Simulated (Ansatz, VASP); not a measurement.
AlGa3N4: VASP beside Ansatz

Contents of INCAR:

```
PREC = Accurate ; ENCUT = 520
EDIFF = 1E-7 ; ISMEAR = 0
SIGMA = 0.05 ; LREAL = False
LASPH = True ; NELM = 80
ALGO = Normal ; ISIF = 2
LWAVE = False ; LCHARG = False
GGA = PS ; NBANDS = 41
```

KPOINTS

```
regular mesh
0
Gamma
  6 6 6
```

The input POSCAR:

```
AlGa3N4
1.0
    4.4675774128      0.0000000000      0.0000000000
    0.0000000000      4.4675774128      0.0000000000
    0.0000000000      0.0000000000      4.4675774128
Al Ga N
1 3 4
Direct
   -0.0000008510     -0.0000029365      0.0037056965
    0.4631341300      0.4999991958      0.0023768069
    0.5368653649     -0.0000018834      0.5010992150
   -0.0000005458      0.4999990613      0.5011002364
    0.7515713374      0.7401994574      0.2261000556
    0.7585249122      0.2528636554      0.7589466910
    0.2414839875      0.7699052106      0.7361873224
    0.2484266333      0.2370553839      0.2488483290
```

Input for Ansatz:

```yaml
crystal:
  lattice:
    - [4.4675774128, 0.0, 0.0]
    - [0.0, 4.4675774128, 0.0]
    - [0.0, 0.0, 4.4675774128]
  atoms:
    - { symbol: Al, position: [-8.51e-07, -2.9365e-06, 0.0037056965] }
    - { symbol: Ga, position: [0.46313413, 0.4999991958, 0.0023768069] }
    - { symbol: Ga, position: [0.5368653649, -1.8834e-06, 0.501099215] }
    - { symbol: Ga, position: [-5.458e-07, 0.4999990613, 0.5011002364] }
    - { symbol: "N", position: [0.7515713374, 0.7401994574, 0.2261000556] }
    - { symbol: "N", position: [0.7585249122, 0.2528636554, 0.758946691] }
    - { symbol: "N", position: [0.2414839875, 0.7699052106, 0.7361873224] }
    - { symbol: "N", position: [0.2484266333, 0.2370553839, 0.248848329] }
basis:
  ecutwfc: 520.0
kpoints:
  mp_grid: { grid: [6, 6, 6] }
hamiltonian:
  xc: pbesol
  pseudopotentials: { kind: paw, azcp: { folder: soft_1 } }
scf:
  occupations: { method: gaussian, width: 0.05 }
output:
  forces: true
  stress: true
  eigenvalues: true
```

Change from the starting cell: mode 4 frozen in at -0.165 Å and mode 15 at -0.040 Å (largest displacements).

Alike in both runs: task single point; functional PBEsol; k mesh 6 × 6 × 6; occupations gaussian, width 0.05 eV; no spin polarisation.

|  | VASP | Ansatz |
| --- | --- | --- |
| version | VASP 6.6.1 | Ansatz 0.2.0 |
| potentials or method | VASP PAW PBE potentials, release 64 (Al, Ga_d, N), cutoff 520 eV | scalar-relativistic, plane waves, PAW |
| valence electrons in the cell | 62 | 62 |

|  | VASP | Ansatz | Ansatz less VASP |
| --- | --- | --- | --- |
| gap on the k mesh at the Fermi level (eV) | 2.15 | 2.13 | -0.014 |
| least direct gap on the mesh (eV) | 2.15 | 2.13 | -0.014 |
| pressure (GPa) | -0.1 | 0.0 | +0.15 |
| traceless stress, the component that is largest in VASP (GPa) | 2.36 | 2.40 | +0.046 |
| rms of the force components (eV/Å) | 0.556 | 0.558 | +0.0019 |

VASP's potentials were made for PBE, not for PBEsol, and Ansatz warns of the same on its side. Atom by atom the forces differ by 0.008 eV/Å (rms over components).
